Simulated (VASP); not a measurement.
# MoS4 in VASP: single point with PBE

Aim: the single point of MoS4 with PBE.

Program: VASP 6.6.1. These are calculated values, not measurements. Logs are shortened: lines on timing, memory, paths and dates and some standing lists are left out, and cuts for length are marked.

## 1. The cell of the first run

The cell holds a slab with vacuum, 5 atoms: a = 3.184 Å, b = 3.184 Å, c = 46.567 Å, α = 90.00°, β = 90.00°, γ = 120.00°.

## 2. Single point, PBE

INCAR reads:

```
SYSTEM = MoS4
PREC = Accurate
ENCUT = 520
EDIFF = 1E-6
ISMEAR = -1
SIGMA = 0.05
LREAL = .False.
LASPH = .True.
NELM = 80
ALGO = Normal
ISIF = 2
LWAVE = .False.
LCHARG = .False.
LDIPOL = .True.
IDIPOL = 3
DIPOL = 0.5 0.5 0.500
GGA = PE
NBANDS = 27
```

KPOINTS reads:

```
Automatic mesh
0
Gamma
  10 10 1
  0 0 0
```

POSCAR reads:

```
MoS4
1.0
    3.1841260822      0.0000000000      0.0000000000
   -1.5920630411      2.7575340760      0.0000000000
    0.0000000000      0.0000000000     46.5665498867
S Mo
4 1
Direct
    0.3333333300      0.6666666600      0.1610598169
    0.3333333300      0.6666666600      0.4666858505
    0.3333333300      0.6666666600      0.5333141495
    0.3333333300      0.6666666600      0.8389401831
    0.0000000000      0.0000000000      0.5000000000
```

Potentials or basis: VASP PAW PBE potentials, release 64 (S, Mo_sv).

The run is started by

```sh
> cat potpaw_PBE.64/S/POTCAR potpaw_PBE.64/Mo_sv/POTCAR > POTCAR
> mpirun -np 1 vasp_std > vasp.out
```

OUTCAR:

```text
SYSTEM = MoS4
   PREC = Accurate
   ENCUT = 520
   EDIFF = 1E-6
   ISMEAR = -1
   LREAL = .False.
   LASPH = .True.
   NELM = 80
   ISIF = 2
   GGA = PE

 ion  position               nearest neighbor table
   1  0.333  0.667  0.161-
   2  0.333  0.667  0.467-   5 2.41   5 2.41   5 2.41
   3  0.333  0.667  0.533-   5 2.41   5 2.41   5 2.41
   4  0.333  0.667  0.839-
   5  0.000  0.000  0.500-   2 2.41   3 2.41   2 2.41   3 2.41   2 2.41   3 2.41

  LATTYP: Found a hexagonal cell.
 ALAT       =     3.1841260822
 C/A-ratio  =    14.6245935885

  Lattice vectors:

 A1 = (   3.1841260822,   0.0000000000,   0.0000000000)
 A2 = (  -1.5920630411,   2.7575340760,   0.0000000000)
 A3 = (   0.0000000000,   0.0000000000,  46.5665498867)

Analysis of symmetry for initial positions (statically):
=====================================================================
 Subroutine PRICEL returns:
 Original cell was already a primitive cell.

 Routine SETGRP: Setting up the symmetry group for a
 hexagonal supercell.

 Subroutine GETGRP returns: Found 12 space group operations
 (whereof 12 operations were pure point group operations)
 out of a pool of 24 trial point group operations.

The static configuration has the point symmetry D_3h.

Analysis of symmetry for dynamics (positions and initial velocities):
=====================================================================
 Subroutine PRICEL returns:
 Original cell was already a primitive cell.

 Routine SETGRP: Setting up the symmetry group for a
 hexagonal supercell.

 Subroutine GETGRP returns: Found 12 space group operations
 (whereof 12 operations were pure point group operations)
 out of a pool of 24 trial point group operations.

The dynamic configuration has the point symmetry D_3h.

 Subroutine INISYM returns: Found 12 space group operations
 (whereof 12 operations are pure point group operations),
 and found     1 'primitive' translations

----------------------------------------------------------------------------------------

                                     Primitive cell

  volume of cell :     408.8700

  direct lattice vectors                    reciprocal lattice vectors
     3.184126082  0.000000000  0.000000000     0.314057915  0.181321422  0.000000000
    -1.592063041  2.757534076  0.000000000     0.000000000  0.362642844  0.000000000
     0.000000000  0.000000000 46.566549887     0.000000000  0.000000000  0.021474642

  length of vectors
     3.184126082  3.184126082 46.566549887     0.362642844  0.362642844  0.021474642

  position of ions in fractional coordinates (direct lattice)
     0.333333330  0.666666660  0.161059817
     0.333333330  0.666666660  0.466685850
     0.333333330  0.666666660  0.533314150
     0.333333330  0.666666660  0.838940183
     0.000000000  0.000000000  0.500000000

  ion indices of the primitive-cell ions
   primitive index   ion index
                 1           1
                 2           2
                 3           3
                 4           4
                 5           5

----------------------------------------------------------------------------------------

 KPOINTS: Automatic mesh

Automatic generation of k-mesh.
 Grid dimensions read from file:
 generate k-points for:   10   10    1

 Generating k-lattice:

  Cartesian coordinates                     Fractional coordinates (reciprocal lattice)
     0.031405792  0.018132142  0.000000000     0.100000000  0.000000000  0.000000000
     0.000000000  0.036264284  0.000000000     0.000000000  0.100000000  0.000000000
     0.000000000  0.000000000  0.021474642     0.000000000  0.000000000  1.000000000

  Length of vectors
     0.036264284  0.036264284  0.021474642

  Shift w.r.t. Gamma in fractional coordinates (k-lattice)
     0.000000000  0.000000000  0.000000000

 Subroutine IBZKPT returns following result:
 ===========================================

 Found     14 irreducible k-points:

 Following reciprocal coordinates:
            Coordinates               Weight
  0.000000  0.000000  0.000000      1.000000
  0.100000  0.000000  0.000000      6.000000
  0.200000  0.000000  0.000000      6.000000
  0.300000  0.000000  0.000000      6.000000
  0.400000 -0.000000  0.000000      6.000000
  0.500000  0.000000  0.000000      3.000000
  0.100000  0.100000  0.000000      6.000000
  0.200000  0.100000  0.000000     12.000000
  0.300000  0.100000  0.000000     12.000000
  0.400000  0.100000  0.000000     12.000000
  0.200000  0.200000  0.000000      6.000000
  0.300000  0.200000  0.000000     12.000000
  0.400000  0.200000  0.000000      6.000000
  0.300000  0.300000  0.000000      6.000000
   k-points           NKPTS =     14   k-points in BZ     NKDIM =     14   number of bands    NBANDS=     27
   number of dos      NEDOS =    301   number of ions     NIONS =      5
   total plane-waves  NPLWV = 201600
   dimension x,y,z NGX =    24 NGY =   24 NGZ =  350
   dimension x,y,z NGXF=    48 NGYF=   48 NGZF=  700
   ions per type =               4   1
   NGX,Y,Z   is equivalent  to a cutoff of  12.53, 12.53, 12.50 a.u.
   NGXF,Y,Z  is equivalent  to a cutoff of  25.06, 25.06, 24.99 a.u.
 SYSTEM =  MoS4
   PREC   = accura    normal or accurate (medium, high low for compatibility)
   ISTART =      0    job   : 0-new  1-cont  2-samecut
   ICHARG =      2    charge: 1-file 2-atom 10-const
   ISPIN  =      1    spin polarized calculation?
   LNONCOLLINEAR =      F non collinear calculations
   LSORBIT =      F    spin-orbit coupling
   LASPH  =      T    aspherical Exc in radial PAW
   ENCUT  =  520.0 eV  38.22 Ry    6.18 a.u.   5.92  5.92 86.58*2*pi/ulx,y,z
   NELM   =     80;   NELMIN=  2; NELMDL= -5     # of ELM steps
   EDIFF  = 0.1E-05   stopping-criterion for ELM
   LREAL  =      F    real-space projection
[... 7 lines left out ...]
   TEBEG  =    0.0;   TEEND  =   0.0 temperature during run
   PSTRESS=    0.0 pullay stress
   NELECT =      38.0000    total number of electrons
   NUPDOWN=      -1.0000    fix difference up-down
   EMIN   =  10.00;   EMAX   =-10.00  energy-range for DOS
   EFERMI =   0.00;   METHOD = LEGACY
   ISMEAR =    -1;   SIGMA  =   0.05  broadening in eV -4-tet -1-fermi 0-gaus
   EFERMI_NEDOS =   21; number of points for ismear=-14 and -15
   IALGO  =     38    algorithm
   IMIX   =      4    mixing-type and parameters
     AMIX     =   0.40;   BMIX     =  1.00
     AMIX_MAG =   1.60;   BMIX_MAG =  1.00
  volume/ion in A,a.u.               =      81.77       551.84
  Fermi-wavevector in a.u.,A,eV,Ry     =   0.741551  1.401328  7.481813  0.549898
  Thomas-Fermi vector in A             =   1.836219
   LORBIT       =      0    0 simple, 1 ext, 2 COOP (PROOUT), +10 PAW based schemes
   GGA     = PE    functional components
   LHFCALC =     F    Hartree Fock is set to
   AEXX    =    0.0000 exact exchange contribution
   IVDW    =     0    specifies the selected vdW correction
   LEPSILON=     F    determine dielectric tensor
   LRPA    =     F    only Hartree local field effects (RPA)
 non-spin polarized calculation
  energy-cutoff  :      520.00
  volume of cell :      408.87
 maximum number of plane-waves:     11078
 NGX is ok and might be reduce to    24
   NGX = 11   NGY = 11   NGZ =173

 dipolmoment           0.000000      0.000000      0.000000 electrons x Angstroem

 number of electron      38.0000002 magnetization

 dipolmoment           0.000000      0.000000     -0.000000 electrons x Angstroem

 Free energy of the ion-electron system (eV)
  ---------------------------------------------------
  ext. energy  EPLUGINS =         0.00000000
  ---------------------------------------------------
  free energy    TOTEN  =       -25.99140211 eV

  energy without entropy =      -25.94036310  energy(sigma->0) =      -25.96588260

 E-fermi :  -3.8516     XC(G=0):  -3.2213

 val. band max:       -3.8530606422   @ k =   0.2000   0.2000   0.0000
 cond. band min:      -3.7954399881   @ k =   0.4000   0.2000   0.0000
 fundamental gap:      0.0576206541
 Fermi energy:        -3.8515946694

 k-point     1 :       0.0000    0.0000    0.0000
  band No.  band energies     occupation
      1     -64.8324      2.00000
      2     -38.9756      2.00000
      3     -38.7725      2.00000
      4     -38.7725      2.00000
      5     -18.0651      2.00000
      6     -16.7261      2.00000
[... 19 lines left out ...]
     26       1.6394      0.00000
     27       1.8629      0.00000

 k-point     2 :       0.1000    0.0000    0.0000
  band No.  band energies     occupation
      1     -64.8289      2.00000
      2     -38.9685      2.00000
      3     -38.8089      2.00000
      4     -38.7808      2.00000
      5     -17.9184      2.00000
      6     -16.6676      2.00000
[... 19 lines left out ...]
     26       1.9198      0.00000
     27       2.0559      0.00000

 k-point     3 :       0.2000    0.0000    0.0000
  band No.  band energies     occupation
      1     -64.8196      2.00000
      2     -38.9498      2.00000
      3     -38.9032      2.00000
      4     -38.8024      2.00000
      5     -17.5120      2.00000
      6     -16.5061      2.00000
[... 19 lines left out ...]
     26       2.4806      0.00000
     27       2.6080      0.00000

 k-point     4 :       0.3000    0.0000    0.0000
  band No.  band energies     occupation
      1     -64.8080      2.00000
      2     -39.0178      2.00000
      3     -38.9267      2.00000
      4     -38.8289      2.00000
      5     -16.9512      2.00000
      6     -16.2863      2.00000
[... 19 lines left out ...]
     26       3.1823      0.00000
     27       3.4024      0.00000
[... 216 lines left out ...]
      4     -38.9007      2.00000
      5     -16.2260      2.00000
      6     -15.9851      2.00000
[... 19 lines left out ...]
     26       3.3871      0.00000
     27       4.6264      0.00000

 k-point    13 :       0.4000    0.2000    0.0000
  band No.  band energies     occupation
      1     -64.7922      2.00000
      2     -39.1010      2.00000
      3     -38.9381      2.00000
      4     -38.8949      2.00000
      5     -16.0420      2.00000
      6     -15.9091      2.00000
[... 19 lines left out ...]
     26       2.7865      0.00000
     27       4.8632      0.00000

 k-point    14 :       0.3000    0.3000    0.0000
  band No.  band energies     occupation
      1     -64.7911      2.00000
      2     -39.0679      2.00000
      3     -38.9854      2.00000
      4     -38.8927      2.00000
      5     -15.9795      2.00000
      6     -15.8707      2.00000
[... 19 lines left out ...]
     26       3.2605      0.00000
     27       3.9713      0.00000

------------------------ aborting loop because EDIFF is reached ----------------------------------------

 vacuum level on the upper side and lower side of the slab       (xc-potential included)        -0.017        -0.017

  FORCE on cell =-STRESS in cart. coord.  units (eV):
  Direction    XX          YY          ZZ          XY          YZ          ZX
  --------------------------------------------------------------------------------------
  -------------------------------------------------------------------------------------
  Total       -6.2801737     -6.2801737      0.5672155      0.0000000     -0.0000000      0.0000000
  in kB      -24.6091737    -24.6091737      2.2226623      0.0000000     -0.0000000      0.0000000
  external PRESSURE =     -15.6652284 kB  Pullay stress =       0.0000000 kB

 VOLUME and BASIS-vectors are now :
 -----------------------------------------------------------------------------
  energy-cutoff  :      520.00
  volume of cell :      408.87
      direct lattice vectors                 reciprocal lattice vectors
     3.184126082  0.000000000  0.000000000     0.314057915  0.181321422  0.000000000
    -1.592063041  2.757534076  0.000000000     0.000000000  0.362642844  0.000000000
     0.000000000  0.000000000 46.566549887     0.000000000  0.000000000  0.021474642

 POSITION                                       TOTAL-FORCE (eV/Angst)
 -----------------------------------------------------------------------------------
      0.00000      1.83836      7.50000        -0.000000     -0.000000      0.000315
      0.00000      1.83836     21.73195         0.000000      0.000000     -0.194686
      0.00000      1.83836     24.83460         0.000000     -0.000000      0.194686
      0.00000      1.83836     39.06655         0.000000     -0.000000     -0.000315
      0.00000      0.00000     23.28327        -0.000000     -0.000000      0.000000
 -----------------------------------------------------------------------------------
    total drift:                               -0.000000      0.000039     -0.000000

  FREE ENERGIE OF THE ION-ELECTRON SYSTEM (eV)
  ---------------------------------------------------
  free  energy   TOTEN  =       -25.9914021064 eV

  energy  without entropy=      -25.9403630994  energy(sigma->0) =      -25.96588260

 vacuum level on the upper side and lower side of the slab         3.174         3.174
```

Run time: 17 min. Hardware: 1 thread of AMD EPYC 7R13, shared host; peak memory 0.51 GiB.

What came out:

| Item | Value |
| --- | --- |
| Free energy | -25.9914 eV |
| Largest force | 0.195 eV/Å |
| Band gap on the k mesh | zero (band 19 reaches -2.11 eV, above the bottom of band 20 at -3.94 eV) |

Forces on the atoms (eV/Å):
```
S    0.000  0.000  0.000
S    0.000  0.000 -0.195
S    0.000  0.000  0.195
S    0.000  0.000  0.000
Mo   0.000  0.000  0.000
```
